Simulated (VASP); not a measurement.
# Ga (I-43d) in VASP: further runs

Ga is run at these levels: PBEsol; tasks: single point.

Everything below comes from runs of VASP 6.6.1. Logs are shortened: lines on timing, memory, paths and dates and some standing lists are left out, and cuts for length are marked.

### 1 The cell of the first run

It takes space group I-43d (No. 220, cubic). Conventional cell: a = 5.968 Å, b = 5.968 Å, c = 5.968 Å, α = 90.00°, β = 90.00°, γ = 90.00°. Within 3.7 Å of Ga (site symmetry -4) lie 12 Ga at 2.79 to 3.34 Å.

### 2 Single point, PBEsol

Contents of INCAR:

```
PREC = Accurate
ENCUT = 520
EDIFF = 1E-6
ISMEAR = 0
SIGMA = 0.1
LREAL = F
LASPH = T
NELM = 80
ALGO = Fast
ISIF = 2
LWAVE = F
LCHARG = F
GGA = PS
NBANDS = 48
```

Contents of KPOINTS:

```
Automatic mesh
0
Gamma
  8 8 8
```

Contents of POSCAR:

```
Ga
1.0
   -2.9841597761      2.9841597761      2.9841597761
    2.9841597761     -2.9841597761      2.9841597761
    2.9841597761      2.9841597761     -2.9841597761
Ga
6
Direct
    0.2500000000      0.6250000000      0.3750000000
    0.3750000000      0.2500000000      0.6250000000
    0.7500000000      0.8750000000      0.1250000000
    0.1250000000      0.7500000000      0.8750000000
    0.6250000000      0.3750000000      0.2500000000
    0.8750000000      0.1250000000      0.7500000000
```

Potentials or basis: VASP PAW PBE potentials, release 64 (Ga_d).

Run with:

```console
> cat potpaw_PBE.64/Ga_d/POTCAR > POTCAR
> mpirun -np 1 vasp_std > vasp.out
```

OUTCAR:

```text
PREC = Accurate
   ENCUT = 520
   EDIFF = 1E-6
   ISMEAR = 0
   LREAL = F
   LASPH = T
   NELM = 80
   ISIF = 2
   GGA = PS

 ion  position               nearest neighbor table
   1  0.250  0.625  0.375-   2 2.79   2 2.79   5 2.79   4 2.79   6 2.79   4 2.79   6 2.79   5 2.79

   2  0.375  0.250  0.625-   5 2.79   1 2.79   5 2.79   6 2.79   1 2.79   6 2.79   3 2.79   3 2.79

   3  0.750  0.875  0.125-   6 2.79   4 2.79   5 2.79   6 2.79   5 2.79   4 2.79   2 2.79   2 2.79

   4  0.125  0.750  0.875-   3 2.79   3 2.79   6 2.79   5 2.79   1 2.79   1 2.79   6 2.79   5 2.79

   5  0.625  0.375  0.250-   1 2.79   2 2.79   3 2.79   2 2.79   3 2.79   4 2.79   1 2.79   4 2.79

   6  0.875  0.125  0.750-   2 2.79   3 2.79   4 2.79   3 2.79   2 2.79   1 2.79   4 2.79   1 2.79

  LATTYP: Found a body centered cubic cell.
 ALAT       =     5.9683195522

  Lattice vectors:

 A1 = (  -2.9841597761,   2.9841597761,   2.9841597761)
 A2 = (   2.9841597761,  -2.9841597761,   2.9841597761)
 A3 = (   2.9841597761,   2.9841597761,  -2.9841597761)

Analysis of symmetry for initial positions (statically):
=====================================================================
 Subroutine PRICEL returns:
 Original cell was already a primitive cell.

 Routine SETGRP: Setting up the symmetry group for a
 body centered cubic supercell.

 Subroutine GETGRP returns: Found 24 space group operations
 (whereof  3 operations were pure point group operations)
 out of a pool of 48 trial point group operations.

The static configuration has the point symmetry C_3 .
 The point group associated with its full space group is T_d .

Analysis of symmetry for dynamics (positions and initial velocities):
=====================================================================
 Subroutine PRICEL returns:
 Original cell was already a primitive cell.

 Routine SETGRP: Setting up the symmetry group for a
 body centered cubic supercell.

 Subroutine GETGRP returns: Found 24 space group operations
 (whereof  3 operations were pure point group operations)
 out of a pool of 48 trial point group operations.

The dynamic configuration has the point symmetry C_3 .
 The point group associated with its full space group is T_d .

 Subroutine INISYM returns: Found 24 space group operations
 (whereof  3 operations are pure point group operations),
 and found     1 'primitive' translations

----------------------------------------------------------------------------------------

[... 105 lines left out ...]
   NFREE  =      0    steps in history (QN), initial steepest desc. (CG)
   ISIF   =      2    stress and relaxation
   ISYM   =      2    0-nonsym 1-usesym 2-fastsym
   POTIM  = 0.5000    time-step for ionic-motion
   TEBEG  =    0.0;   TEEND  =   0.0 temperature during run
   PSTRESS=    0.0 pullay stress
   NELECT =      78.0000    total number of electrons
   NUPDOWN=      -1.0000    fix difference up-down
   EMIN   =  10.00;   EMAX   =-10.00  energy-range for DOS
   EFERMI =   0.00;   METHOD = LEGACY
   ISMEAR =     0;   SIGMA  =   0.10  broadening in eV -4-tet -1-fermi 0-gaus
   EFERMI_NEDOS =   21; number of points for ismear=-14 and -15
   IALGO  =     68    algorithm
   IMIX   =      4    mixing-type and parameters
     AMIX     =   0.40;   BMIX     =  1.00
     AMIX_MAG =   1.60;   BMIX_MAG =  1.00
  volume/ion in A,a.u.               =      17.72       119.56
  Fermi-wavevector in a.u.,A,eV,Ry     =   1.476605  2.790379 29.665625  2.180362
  Thomas-Fermi vector in A             =   2.591111
   LORBIT       =      0    0 simple, 1 ext, 2 COOP (PROOUT), +10 PAW based schemes
   GGA     = PS    functional components
   LHFCALC =     F    Hartree Fock is set to
   AEXX    =    0.0000 exact exchange contribution
   IVDW    =     0    specifies the selected vdW correction
   LEPSILON=     F    determine dielectric tensor
   LRPA    =     F    only Hartree local field effects (RPA)
 non-spin polarized calculation
 RMM-DIIS sequential band-by-band and
 Gauss-broadening in eV      SIGMA  =   0.10
  energy-cutoff  :      520.00
  volume of cell :      106.30
 maximum number of plane-waves:      2916
 NGX is ok and might be reduce to    40
   NGX = 19   NGY = 19   NGZ = 19

 number of electron      77.9999954 magnetization

 Free energy of the ion-electron system (eV)
  ---------------------------------------------------
  ext. energy  EPLUGINS =         0.00000000
  ---------------------------------------------------
  free energy    TOTEN  =       -19.98928204 eV

  energy without entropy =      -19.97569570  energy(sigma->0) =      -19.98248887

 E-fermi :   5.8997     XC(G=0): -11.4543

 val. band max:        5.8866348356   @ k =   0.1250   0.1250   0.0000
 cond. band min:       5.9842647066   @ k =  -0.3750  -0.3750   0.1250
 fundamental gap:      0.0976298711
 Fermi energy:         5.8996627565

 k-point     1 :       0.0000    0.0000    0.0000
  band No.  band energies     occupation
      1      -9.0911      2.00000
      2      -9.0509      2.00000
      3      -9.0509      2.00000
      4      -9.0150      2.00000
      5      -9.0150      2.00000
      6      -9.0150      2.00000
[... 1213 lines left out ...]
     47      11.7073      0.00000
     48      12.2310      0.00000

 [... further k-points ...]

------------------------ aborting loop because EDIFF is reached ----------------------------------------

  FORCE on cell =-STRESS in cart. coord.  units (eV):
  Direction    XX          YY          ZZ          XY          YZ          ZX
  --------------------------------------------------------------------------------------
  -------------------------------------------------------------------------------------
  Total        0.0411444      0.0411444      0.0411444      0.0000000      0.0000000     -0.0000000
  in kB        0.6201478      0.6201478      0.6201478      0.0000000      0.0000000     -0.0000000
  external PRESSURE =       0.6201478 kB  Pullay stress =       0.0000000 kB

 VOLUME and BASIS-vectors are now :
 -----------------------------------------------------------------------------
  energy-cutoff  :      520.00
  volume of cell :      106.30
      direct lattice vectors                 reciprocal lattice vectors
    -2.984159776  2.984159776  2.984159776     0.000000000  0.167551350  0.167551350
     2.984159776 -2.984159776  2.984159776     0.167551350  0.000000000  0.167551350
     2.984159776  2.984159776 -2.984159776     0.167551350  0.167551350  0.000000000

 POSITION                                       TOTAL-FORCE (eV/Angst)
 -----------------------------------------------------------------------------------
      2.23812     -0.00000      1.49208        -0.000000      0.000000     -0.000000
      1.49208      2.23812     -0.00000        -0.000000     -0.000000      0.000000
      0.74604     -0.00000      4.47624        -0.000000     -0.000000      0.000000
      4.47624      0.74604      0.00000         0.000000      0.000000     -0.000000
     -0.00000      1.49208      2.23812         0.000000     -0.000000      0.000000
      0.00000      4.47624      0.74604         0.000000      0.000000      0.000000
 -----------------------------------------------------------------------------------
    total drift:                                0.000000      0.000000      0.000000

  FREE ENERGIE OF THE ION-ELECTRON SYSTEM (eV)
  ---------------------------------------------------
  free  energy   TOTEN  =       -19.9892820416 eV

  energy  without entropy=      -19.9756956978  energy(sigma->0) =      -19.98248887
```

OSZICAR:

```text
N       E                     dE             d eps       ncg     rms          rms(c)
DAV:   1     0.672973585325E+03    0.67297E+03   -0.36228E+04  2904   0.318E+03
DAV:   2     0.836658424576E+02   -0.58931E+03   -0.57062E+03  2792   0.685E+02
DAV:   3    -0.156206997297E+02   -0.99287E+02   -0.95290E+02  3144   0.195E+02
DAV:   4    -0.201545679350E+02   -0.45339E+01   -0.44802E+01  3192   0.456E+01
DAV:   5    -0.202753561381E+02   -0.12079E+00   -0.12016E+00  3368   0.808E+00    0.264E+00
RMM:   6    -0.200358231604E+02    0.23953E+00   -0.56643E-01  3325   0.641E+00    0.125E+00
RMM:   7    -0.199942948178E+02    0.41528E-01   -0.14289E-01  3529   0.249E+00    0.359E-01
RMM:   8    -0.199889838255E+02    0.53110E-02   -0.14909E-02  4000   0.946E-01    0.419E-02
RMM:   9    -0.199891922988E+02   -0.20847E-03   -0.34886E-03  4379   0.455E-01    0.237E-02
RMM:  10    -0.199892617894E+02   -0.69491E-04   -0.72249E-04  4070   0.189E-01    0.804E-03
RMM:  11    -0.199892774965E+02   -0.15707E-04   -0.21252E-04  4234   0.949E-02    0.234E-03
RMM:  12    -0.199892805963E+02   -0.30998E-05   -0.45530E-05  3992   0.465E-02    0.185E-03
RMM:  13    -0.199892818726E+02   -0.12763E-05   -0.16327E-05  3342   0.256E-02    0.634E-04
RMM:  14    -0.199892820416E+02   -0.16897E-06   -0.24277E-06  1949   0.124E-02
   1 F= -.19989282E+02 E0= -.19982489E+02  d E =-.135863E-01
```

stdout:

```text
POSCAR found type information on POSCAR Ga
 POSCAR found :  1 types and       6 ions
 scaLAPACK will be used
 -----------------------------------------------------------------------------
|                                                                             |
|                                                                             |
|     You enforced a specific xc type in the INCAR file but a different       |
|     I HOPE YOU KNOW WHAT YOU ARE DOING!                                     |
|                                                                             |
 -----------------------------------------------------------------------------

 LDA part: xc-table for (Slater+PW92), standard interpolation
 POSCAR, INCAR and KPOINTS ok, starting setup
 FFT: planning ... GRIDC
 FFT: planning ... GRID_SOFT
 FFT: planning ... GRID
 WAVECAR not read
 entering main loop
WARNING in EDDRMM: call to ZHEGV failed, returncode =   6  3     46
```

Run time: 68 s. Hardware: 1 thread of Intel Xeon 6975P-C (Granite Rapids), shared host; peak memory 0.28 GiB.

What came out:

- Free energy: -19.9893 eV
- Pressure: 0.1 GPa
- Band gap on the k mesh: zero (band 39 reaches 7.83 eV, above the bottom of band 40 at 3.91 eV)

Levels at points of the mesh, in eV from the Fermi level:
```
           k point  band 35  band 36  band 37  band 38  band 39  band 40  band 41  band 42  band 43  band 44
(0.00, 0.00, 0.00)    -2.99    -2.99    -2.37    -2.37    -2.37    -1.99    -1.99    -1.99    -1.87     5.37
(0.50, 0.00, 0.00)    -4.68    -4.68    -0.91    -0.91    -0.34    -0.34     2.98     2.98     3.36     3.36
(0.50, 0.50, 0.50)    -7.14    -7.14     1.47     1.47     1.65     1.65     1.65     1.65     1.65     1.65
```

Caveat: the PAW data sets were made with another functional, which shifts forces and pressure a little.

(Part 1 of 2 ends here.)
